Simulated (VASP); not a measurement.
# As (Pm-3m) in VASP: a series of runs

As is run at these levels: RPBE; tasks: single point.

Everything below comes from runs of VASP 6.6.1. Logs are shortened: lines on timing, memory, paths and dates and some standing lists are left out, and cuts for length are marked.

## (1) The cell of the first run

Symmetry: Pm-3m, No. 221, cubic system. Conventional cell: a = 2.717 Å, b = 2.717 Å, c = 2.717 Å, α = 90.00°, β = 90.00°, γ = 90.00°. Within 3.6 Å of As (site symmetry m-3m) lie 6 As at 2.72 Å.

## (2) Single point, RPBE (volume scaled by 0.96)

Input file INCAR:

```
PREC = Accurate ; ENCUT = 520
EDIFF = 1E-6 ; ISMEAR = -1
SIGMA = 0.1 ; LREAL = False
LASPH = True ; NELM = 60
ALGO = Normal ; ISIF = 2
LWAVE = False ; LCHARG = False
GGA = RP ; NBANDS = 8
```

Input file KPOINTS:

```
Automatic mesh
0
Gamma
  13 13 13
```

Input file POSCAR:

```
As
1.0
    2.7165301735      0.0000000000      0.0000000000
    0.0000000000      2.7165301735      0.0000000000
    0.0000000000      0.0000000000      2.7165301735
As
1
Direct
    0.0000000000      0.0000000000      0.0000000000
```

Potentials or basis: VASP PAW PBE potentials, release 64 (As).

Command:

```sh
cat potpaw_PBE.64/As/POTCAR > POTCAR
mpirun -np 1 vasp_std > vasp.out
```

OUTCAR:

```text
PREC = Accurate
   ENCUT = 520
   EDIFF = 1E-6
   ISMEAR = -1
   LREAL = False
   LASPH = True
   NELM = 60
   ISIF = 2
   GGA = RP

 ion  position               nearest neighbor table
   1  0.000  0.000  0.000-

  LATTYP: Found a simple cubic cell.
 ALAT       =     2.7165301735

  Lattice vectors:

 A1 = (   2.7165301735,   0.0000000000,   0.0000000000)
 A2 = (   0.0000000000,   2.7165301735,   0.0000000000)
 A3 = (   0.0000000000,   0.0000000000,   2.7165301735)

Analysis of symmetry for initial positions (statically):
=====================================================================
 Subroutine PRICEL returns:
 Original cell was already a primitive cell.

 Routine SETGRP: Setting up the symmetry group for a
 simple cubic supercell.

 Subroutine GETGRP returns: Found 48 space group operations
 (whereof 48 operations were pure point group operations)
 out of a pool of 48 trial point group operations.

The static configuration has the point symmetry O_h .

Analysis of symmetry for dynamics (positions and initial velocities):
=====================================================================
 Subroutine PRICEL returns:
 Original cell was already a primitive cell.

 Routine SETGRP: Setting up the symmetry group for a
 simple cubic supercell.

 Subroutine GETGRP returns: Found 48 space group operations
 (whereof 48 operations were pure point group operations)
 out of a pool of 48 trial point group operations.

The dynamic configuration has the point symmetry O_h .

 Subroutine INISYM returns: Found 48 space group operations
 (whereof 48 operations are pure point group operations),
 and found     1 'primitive' translations

----------------------------------------------------------------------------------------

                                     Primitive cell

  volume of cell :      20.0467

  direct lattice vectors                    reciprocal lattice vectors
     2.716530173  0.000000000  0.000000000     0.368116655  0.000000000  0.000000000
     0.000000000  2.716530173  0.000000000     0.000000000  0.368116655  0.000000000
     0.000000000  0.000000000  2.716530173     0.000000000  0.000000000  0.368116655

  length of vectors
     2.716530173  2.716530173  2.716530173     0.368116655  0.368116655  0.368116655

  position of ions in fractional coordinates (direct lattice)
     0.000000000  0.000000000  0.000000000

  ion indices of the primitive-cell ions
   primitive index   ion index
                 1           1

----------------------------------------------------------------------------------------

 KPOINTS: Automatic mesh

Automatic generation of k-mesh.
 Grid dimensions read from file:
 generate k-points for:   13   13   13

 Generating k-lattice:

  Cartesian coordinates                     Fractional coordinates (reciprocal lattice)
     0.028316666  0.000000000  0.000000000     0.076923077  0.000000000  0.000000000
     0.000000000  0.028316666  0.000000000     0.000000000  0.076923077  0.000000000
     0.000000000  0.000000000  0.028316666     0.000000000  0.000000000  0.076923077

  Length of vectors
     0.028316666  0.028316666  0.028316666

  Shift w.r.t. Gamma in fractional coordinates (k-lattice)
     0.000000000  0.000000000  0.000000000

 Subroutine IBZKPT returns following result:
 ===========================================

 Found     84 irreducible k-points:

 Following reciprocal coordinates:
            Coordinates               Weight
  0.000000  0.000000  0.000000      1.000000
  0.076923  0.000000  0.000000      6.000000
  0.153846  0.000000  0.000000      6.000000
  0.230769  0.000000  0.000000      6.000000
  0.307692  0.000000  0.000000      6.000000
  0.384615  0.000000  0.000000      6.000000
[... 16 lines left out ...]
  0.307692  0.307692  0.000000     12.000000
  0.384615  0.307692  0.000000     24.000000
 [... further k-points ...]
   k-points           NKPTS =     84   k-points in BZ     NKDIM =     84   number of bands    NBANDS=      8
   number of dos      NEDOS =    301   number of ions     NIONS =      1
   total plane-waves  NPLWV =   8000
   dimension x,y,z NGX =    20 NGY =   20 NGZ =   20
   dimension x,y,z NGXF=    40 NGYF=   40 NGZF=   40
   ions per type =               1
   NGX,Y,Z   is equivalent  to a cutoff of  12.24, 12.24, 12.24 a.u.
   NGXF,Y,Z  is equivalent  to a cutoff of  24.48, 24.48, 24.48 a.u.
 SYSTEM =  unknown system
   PREC   = accura    normal or accurate (medium, high low for compatibility)
   ISTART =      0    job   : 0-new  1-cont  2-samecut
   ICHARG =      2    charge: 1-file 2-atom 10-const
   ISPIN  =      1    spin polarized calculation?
   LNONCOLLINEAR =      F non collinear calculations
   LSORBIT =      F    spin-orbit coupling
   LASPH  =      T    aspherical Exc in radial PAW
   ENCUT  =  520.0 eV  38.22 Ry    6.18 a.u.   5.05  5.05  5.05*2*pi/ulx,y,z
   NELM   =     60;   NELMIN=  2; NELMDL= -5     # of ELM steps
   EDIFF  = 0.1E-05   stopping-criterion for ELM
   LREAL  =      F    real-space projection
   EDIFFG = 0.1E-04   stopping-criterion for IOM
   NSW    =      0    number of steps for IOM
   IBRION =     -1    ionic relax: 0-MD 1-quasi-New 2-CG
   NFREE  =      0    steps in history (QN), initial steepest desc. (CG)
   ISIF   =      2    stress and relaxation
   ISYM   =      2    0-nonsym 1-usesym 2-fastsym
   POTIM  = 0.5000    time-step for ionic-motion
   TEBEG  =    0.0;   TEEND  =   0.0 temperature during run
   PSTRESS=    0.0 pullay stress
   NELECT =       5.0000    total number of electrons
   NUPDOWN=      -1.0000    fix difference up-down
   EMIN   =  10.00;   EMAX   =-10.00  energy-range for DOS
   EFERMI =   0.00;   METHOD = LEGACY
   ISMEAR =    -1;   SIGMA  =   0.10  broadening in eV -4-tet -1-fermi 0-gaus
   EFERMI_NEDOS =   21; number of points for ismear=-14 and -15
   IALGO  =     38    algorithm
   IMIX   =      4    mixing-type and parameters
     AMIX     =   0.40;   BMIX     =  1.00
     AMIX_MAG =   1.60;   BMIX_MAG =  1.00
  volume/ion in A,a.u.               =      20.05       135.28
  Fermi-wavevector in a.u.,A,eV,Ry     =   1.030505  1.947373 14.448591  1.061942
  Thomas-Fermi vector in A             =   2.164607
   LORBIT       =      0    0 simple, 1 ext, 2 COOP (PROOUT), +10 PAW based schemes
   GGA     = RP    functional components
   LHFCALC =     F    Hartree Fock is set to
   AEXX    =    0.0000 exact exchange contribution
   IVDW    =     0    specifies the selected vdW correction
   LEPSILON=     F    determine dielectric tensor
   LRPA    =     F    only Hartree local field effects (RPA)
 non-spin polarized calculation
  energy-cutoff  :      520.00
  volume of cell :       20.05
 maximum number of plane-waves:       552
   NGX = 11   NGY = 11   NGZ = 11

 number of electron       5.0000001 magnetization

 Free energy of the ion-electron system (eV)
  ---------------------------------------------------
  ext. energy  EPLUGINS =         0.00000000
  ---------------------------------------------------
  free energy    TOTEN  =        -4.18580974 eV

  energy without entropy =       -4.17662969  energy(sigma->0) =       -4.18121971

 E-fermi :   5.9730     XC(G=0): -10.3176

 val. band max:        5.9382381504   @ k =   0.3077   0.2308   0.1538
 cond. band min:       6.0386345024   @ k =   0.3077   0.2308   0.2308
 fundamental gap:      0.1003963520
 Fermi energy:         5.9730281107

 k-point     1 :       0.0000    0.0000    0.0000
  band No.  band energies     occupation
      1      -8.9675      2.00000
      2       9.9883      0.00000
      3       9.9883      0.00000
      4       9.9883      0.00000
      5      14.3087      0.00000
      6      14.3087      0.00000
      7      16.4023      0.00000
      8      30.5611      0.00000

 k-point     2 :       0.0769    0.0000    0.0000
  band No.  band energies     occupation
      1      -8.8599      2.00000
      2       8.6381      0.00000
      3      10.0831      0.00000
      4      10.0831      0.00000
      5      14.4050      0.00000
      6      15.2506      0.00000
      7      17.0983      0.00000
      8      28.9364      0.00000

 k-point     3 :       0.1538    0.0000    0.0000
  band No.  band energies     occupation
      1      -8.5403      2.00000
      2       6.3305      0.05452
      3      10.3596      0.00000
      4      10.3596      0.00000
      5      14.6898      0.00000
      6      16.0097      0.00000
      7      19.4753      0.00000
      8      26.6715      0.00000

 k-point     4 :       0.2308    0.0000    0.0000
  band No.  band energies     occupation
      1      -8.0213      2.00000
      2       4.0396      2.00000
      3      10.7912      0.00000
      4      10.7912      0.00000
      5      15.1484      0.00000
      6      16.6376      0.00000
      7      22.2696      0.00000
      8      24.5751      0.00000

 k-point     5 :       0.3077    0.0000    0.0000
  band No.  band energies     occupation
      1      -7.3359      2.00000
      2       1.9738      2.00000
      3      11.3222      0.00000
      4      11.3222      0.00000
      5      15.7442      0.00000
      6      17.4183      0.00000
      7      22.7775      0.00000
      8      22.7775      0.00000
[... 177 lines left out ...]
 k-point    22 :       0.4615    0.2308    0.0000
  band No.  band energies     occupation
      1      -5.0181      2.00000
      2       0.0828      2.00000
      3       6.6520      0.00225
      4      12.9687      0.00000
      5      13.1164      0.00000
      6      19.2721      0.00000
      7      21.4715      0.00000
      8      22.2941      0.00000

 k-point    23 :       0.3077    0.3077    0.0000
  band No.  band energies     occupation
      1      -5.6982      2.00000
      2       3.2037      2.00000
      3       3.7693      2.00000
      4      12.6303      0.00000
      5      13.5573      0.00000
      6      18.4505      0.00000
      7      23.8896      0.00000
      8      24.4733      0.00000

 k-point    24 :       0.3846    0.3077    0.0000
  band No.  band energies     occupation
      1      -4.9260      2.00000
      2       1.7555      2.00000
      3       4.1604      2.00000
      4      12.0473      0.00000
      5      13.1394      0.00000
      6      19.2819      0.00000
      7      22.8053      0.00000
      8      24.1396      0.00000

 [... further k-points ...]
[... 5 lines left out ...]
  --------------------------------------------------------------------------------------
  -------------------------------------------------------------------------------------
  Total        0.3802710      0.3802710      0.3802710      0.0000000      0.0000000     -0.0000000
  in kB       30.3920623     30.3920623     30.3920623      0.0000000      0.0000000     -0.0000000
  external PRESSURE =      30.3920623 kB  Pullay stress =       0.0000000 kB

 VOLUME and BASIS-vectors are now :
 -----------------------------------------------------------------------------
  energy-cutoff  :      520.00
  volume of cell :       20.05
      direct lattice vectors                 reciprocal lattice vectors
     2.716530173  0.000000000  0.000000000     0.368116655  0.000000000  0.000000000
     0.000000000  2.716530173  0.000000000     0.000000000  0.368116655  0.000000000
     0.000000000  0.000000000  2.716530173     0.000000000  0.000000000  0.368116655

 POSITION                                       TOTAL-FORCE (eV/Angst)
 -----------------------------------------------------------------------------------
      0.00000      0.00000      0.00000         0.000000      0.000000      0.000000
 -----------------------------------------------------------------------------------
    total drift:                               -0.000000     -0.000000      0.000000

  FREE ENERGIE OF THE ION-ELECTRON SYSTEM (eV)
  ---------------------------------------------------
  free  energy   TOTEN  =        -4.1858097382 eV

  energy  without entropy=       -4.1766296856  energy(sigma->0) =       -4.18121971
```

It took 3.8 s on 1 thread of Intel Xeon 6975P-C (Granite Rapids), shared host; peak memory 0.12 GiB.

Results:

- Free energy: -4.1858 eV
- Pressure: 3.0 GPa

Levels at points of the mesh, in eV from the Fermi level:
```
           k point  band 1  band 2  band 3  band 4  band 5
(0.00, 0.00, 0.00)  -14.94    4.02    4.02    4.02    8.34
```

Caveat: the cell differs from its parent crystal (volume scaled by 0.96); the PAW data sets were made with another functional, which shifts forces and pressure a little.

## (3) Single point, RPBE

This run uses another cell than the first one, of 20.88 Å³/atom, 1.042 times its volume.

Input file INCAR:

```
SYSTEM = As
PREC     = Accurate       ! precision mode
ENCUT    = 520            ! plane-wave cutoff, eV
EDIFF    = 1E-7           ! SCF threshold, eV
ISMEAR   = -1             ! smearing method
SIGMA    = 0.1            ! smearing width, eV
LREAL    = .FALSE.        ! projectors in reciprocal space
LASPH    = .TRUE.         ! aspherical terms in the spheres
NELM     = 100            ! most SCF steps
ALGO     = Normal         ! electronic algorithm
ISIF     = 2              ! what is computed and relaxed
LWAVE    = .FALSE.        ! write WAVECAR
LCHARG   = .FALSE.        ! write CHGCAR
GGA      = RP             ! functional
NBANDS   = 8              ! bands
```

Input file KPOINTS:

```
Automatic mesh
0
G
  13 13 13
  0 0 0
```

Input file POSCAR:

```
As
1.0
    2.7537475404      0.0000000000      0.0000000000
    0.0000000000      2.7537475404      0.0000000000
    0.0000000000      0.0000000000      2.7537475404
As
1
Direct
    0.0000000000      0.0000000000      0.0000000000
```

Potentials or basis: VASP PAW PBE potentials, release 64 (As).

Command:

```sh
cat potpaw_PBE.64/As/POTCAR > POTCAR
mpirun -np 1 vasp_std > vasp.out
```

OUTCAR:

```text
SYSTEM = As
   PREC = Accurate
   ENCUT = 520
   EDIFF = 1E-7
   ISMEAR = -1
   LREAL = .FALSE.
   LASPH = .TRUE.
   NELM = 100
   ISIF = 2
   GGA = RP

 ion  position               nearest neighbor table
   1  0.000  0.000  0.000-

  LATTYP: Found a simple cubic cell.
 ALAT       =     2.7537475404

  Lattice vectors:

 A1 = (   2.7537475404,   0.0000000000,   0.0000000000)
 A2 = (   0.0000000000,   2.7537475404,   0.0000000000)
 A3 = (   0.0000000000,   0.0000000000,   2.7537475404)

Analysis of symmetry for initial positions (statically):
[... 431 lines left out ...]
  band No.  band energies     occupation
      1      -5.2206      2.00000
      2       1.4866      2.00000
      3       3.7634      2.00000
      4      11.6274      0.00000
      5      12.3379      0.00000
      6      18.5535      0.00000
      7      22.0729      0.00000
      8      23.3687      0.00000

 [... further k-points ...]
[... 5 lines left out ...]
  --------------------------------------------------------------------------------------
  -------------------------------------------------------------------------------------
  Total       -0.0361119     -0.0361119     -0.0361119      0.0000000      0.0000000     -0.0000000
  in kB       -2.7706904     -2.7706904     -2.7706904      0.0000000      0.0000000     -0.0000000
  external PRESSURE =      -2.7706904 kB  Pullay stress =       0.0000000 kB

 VOLUME and BASIS-vectors are now :
 -----------------------------------------------------------------------------
  energy-cutoff  :      520.00
  volume of cell :       20.88
      direct lattice vectors                 reciprocal lattice vectors
     2.753747540  0.000000000  0.000000000     0.363141495  0.000000000  0.000000000
     0.000000000  2.753747540  0.000000000     0.000000000  0.363141495  0.000000000
     0.000000000  0.000000000  2.753747540     0.000000000  0.000000000  0.363141495

 POSITION                                       TOTAL-FORCE (eV/Angst)
 -----------------------------------------------------------------------------------
      0.00000      0.00000      0.00000         0.000000      0.000000      0.000000
 -----------------------------------------------------------------------------------
    total drift:                               -0.000000     -0.000000      0.000000

  FREE ENERGIE OF THE ION-ELECTRON SYSTEM (eV)
  ---------------------------------------------------
  free  energy   TOTEN  =        -4.1926695420 eV

  energy  without entropy=       -4.1827079468  energy(sigma->0) =       -4.18768874
```

stdout:

```text
POSCAR found type information on POSCAR As
 POSCAR found :  1 types and       1 ions
 scaLAPACK will be used
 -----------------------------------------------------------------------------
|                                                                             |
|                                                                             |
|     You enforced a specific xc type in the INCAR file but a different       |
|     I HOPE YOU KNOW WHAT YOU ARE DOING!                                     |
|                                                                             |
 -----------------------------------------------------------------------------

 LDA part: xc-table for (Slater+PW92), standard interpolation
 POSCAR, INCAR and KPOINTS ok, starting setup
 FFT: planning ... GRIDC
 FFT: planning ... GRID_SOFT
 FFT: planning ... GRID
 WAVECAR not read
 entering main loop
```

It took 4.2 s on 1 thread of Intel Xeon 6975P-C (Granite Rapids), shared host; peak memory 0.12 GiB.

What came out:

```
Free energy : -4.1927 eV
Pressure    : -0.3 GPa
```

Levels at points of the mesh, in eV from the Fermi level:
| k point | band 1 | band 2 | band 3 | band 4 | band 5 | band 6 | band 7 |
| --- | --- | --- | --- | --- | --- | --- | --- |
| (0.00, 0.00, 0.00) | -14.57 | 3.87 | 3.87 | 3.87 | 8.31 | 8.31 | 10.10 |

Caveat: the PAW data sets were made with another functional, which shifts forces and pressure a little.

(Part 1 of 2 ends here.)
